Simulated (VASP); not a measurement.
The system is AlN.

```xyz
4
Lattice="3.3121 0.0000 0.0000 -1.6561 2.8684 0.0000 0.0000 0.0000 4.1876" Properties=species:S:1:pos:R:3 pbc="T T T"
Al    0.0000    1.9123    3.1407
Al    1.6561    0.9561    1.0469
N     0.0000    1.9123    1.0469
N     1.6561    0.9561    3.1407
```

Program: VASP 6.6.1. Alike in all runs: task single point; no spin polarisation; cell as given; k mesh 12 × 12 × 6; cutoff (eV) 520; smearing gaussian 0.01 eV.

Q: Order these runs on this cell by their pressure, lowest first.
A. level LDA; potentials or basis VASP PAW LDA potentials, release 64 (Al, N)
B. level PBEsol; potentials or basis VASP PAW PBE potentials, release 64 (Al, N)
C. level BLYP; potentials or basis VASP PAW PBE potentials, release 64 (Al, N)

A: A (-8.2 GPa), B (-3.5 GPa), C (3.8 GPa).

Caveats: the PAW data sets were made with another functional, which shifts forces and pressure a little (some runs).
